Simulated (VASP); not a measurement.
Crystal: NaCl.

```
Na Cl
1.0
    -2.53591    2.53591    1.38432
     2.53591   -2.53591    1.38432
     2.53591    2.53591   -1.38432
Na Cl
1 1
Cartesian
  0.0000 0.0000 0.0000
  2.5359 0.0000 0.6922
```

The cell was generated, and may not be a known phase.

```yaml
Program: VASP 6.6.1
Task: relaxation of cell and atoms
Functional: PBE
Potentials_or_basis: VASP PAW PBE potentials, release 64 (Na_pv, Cl)
Cutoff: 600 eV
k_mesh: 8 × 8 × 8
Occupations: gaussian, width 0.1 eV
Spin: no spin polarisation
```

At the start: pressure 13.8 GPa; volume 17.80 Å³/atom.

**Question.** How do energy, volume and symmetry change on relaxing?

**Answer.** Over 11 steps the energy falls by 527.9 meV/atom and the volume is 26.52 Å³/atom (+49.0 %); space group I-4m2 (No. 119, to 0.1 Å) before and after.

Step by step:
| step | energy change (eV) | largest force (eV/Å) | pressure (GPa) | volume (Å³) |
| --- | --- | --- | --- | --- |
| 1 | 0.0000 | 0.0000 | 13.84 | 35.61 |
| 2 | -0.8383 | 0.0000 | 2.60 | 43.73 |
| 3 | -0.9399 | 0.0000 | 0.88 | 46.87 |
| 4 | -1.0135 | 0.0000 | -1.04 | 53.30 |
| 5 | -1.0157 | 0.0000 | -1.27 | 54.68 |
| 6 | -1.0154 | 0.0000 | -1.45 | 55.47 |
| 7 | -1.0446 | 0.0000 | -0.56 | 53.26 |
| 8 | -1.0518 | 0.0000 | 0.20 | 51.76 |
| 9 | -1.0519 | 0.0000 | 0.32 | 51.55 |
| 10 | -1.0536 | 0.0000 | 0.23 | 51.93 |
| 11 | -1.0559 | 0.0000 | -0.04 | 53.04 |

Final structure:
```
Na Cl
1.0
    -2.49814    2.49814    2.12484
     2.49814   -2.49814    2.12484
     2.49814    2.49814   -2.12484
Na Cl
1 1
Direct
  0.00000 0.00000 0.00000
  0.25000 0.75000 0.50000
```

Caveat: the volume moved by over 15 % at a fixed basis, so the end points are rough.
